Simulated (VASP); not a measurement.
Fe, 1 atom in the cell. It takes space group Fm-3m (No. 225, cubic). Conventional cell: a = 3.794 Å, b = 3.794 Å, c = 3.794 Å, α = 90.00°, β = 90.00°, γ = 90.00°. Within 3.5 Å of Fe (site symmetry m-3m) lie 12 Fe at 2.68 Å. This isn't the form of Fe at room conditions, which is bcc.

- Program: VASP 6.6.1
- Task: single point
- Functional: r2SCAN
- Potentials or basis: VASP PAW PBE potentials, release 64 (Fe)
- Cutoff: 520 eV
- k mesh: 17 × 17 × 17
- Occupations: fermi-dirac, width 0.05 eV
- Spin: collinear spin, ferromagnetic start
- Starting moments: [2.936] μB
- Dipole correction: no
- Further INCAR settings: ALGO = Normal; EDIFF = 1e-07; NBANDS = 14

Potentials or basis: VASP PAW PBE potentials, release 64 (Fe).

Launch:

```sh
$ cat potpaw_PBE.64/Fe/POTCAR > POTCAR
$ cp INCAR.step1 INCAR
$ mpirun -np 1 vasp_std > vasp.out
$ cp INCAR.step2 INCAR
$ mpirun -np 1 vasp_std > vasp.out
```

Hardware: 1 thread of Intel(R) Xeon(R) Platinum 8488C (Sapphire Rapids), with other jobs on the host.

How long does it take, and how much memory?

Wall time 2.7 min on 1 thread of Intel(R) Xeon(R) Platinum 8488C (Sapphire Rapids) (shared host), peak memory 0.17 GiB. Counts: k points 165.
